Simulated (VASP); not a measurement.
Here is a VASP 6.6.1 calculation.

POSCAR

```
La
1.0
    3.8063506741      0.0000000000      0.0000000000
   -1.9031753370      3.2963963795      0.0000000000
    0.0000000000      0.0000000000      6.2295254414
La
2
Direct
    0.3333333333      0.6666666667      0.2500000000
    0.6666666667      0.3333333333      0.7500000000
```

Contents of INCAR.step1:

```
  PREC = Accurate
  ENCUT = 520
  ISMEAR = -1
  SIGMA = 0.05
  LREAL = F
  LASPH = T
  NELM = 150
  ISPIN = 2
  MAGMOM = 1 1
  LMAXMIX = 6
  NBANDS = 22
  GGA = PE
  ALGO = Normal
  EDIFF = 1E-4
  LWAVE = T
  LCHARG = F
```

Contents of INCAR.step2:

```
  PREC = Accurate
  ENCUT = 520
  EDIFF = 1E-7
  ISMEAR = -1
  SIGMA = 0.05
  LREAL = F
  LASPH = T
  NELM = 150
  ALGO = Normal
  ISIF = 2
  LWAVE = F
  LCHARG = T
  ISPIN = 2
  MAGMOM = 1 1
  LORBIT = 11
  LMAXMIX = 6
  METAGGA = R2SCAN
  LMIXTAU = T
  LELF = T
  LVHAR = T
  NBANDS = 22
  ISTART = 1
```

File KPOINTS:

```
Automatic mesh
0
Gamma
  10 10 5
```

Potentials or basis: VASP PAW PBE potentials, release 64 (La).

Launch:

```bash
$ cat potpaw_PBE.64/La/POTCAR > POTCAR
$ cp INCAR.step1 INCAR
$ mpirun -np 1 vasp_std > vasp.out
$ cp INCAR.step2 INCAR
$ mpirun -np 1 vasp_std > vasp.out
```

What does it give for the pressure?

-0.6 GPa.

Predict the net moment.

0.00 μB per cell.

Predict the band gap on the k mesh.

zero (filled and empty bands overlap).

Stress tensor (GPa, compression positive):
```
-0.27  0.00  0.00
 0.00 -0.27  0.00
 0.00  0.00 -1.36
```

Caveat: the PAW data sets were made with another functional, which shifts forces and pressure a little; spin-orbit coupling is left out, which moves the levels of the heavy elements.
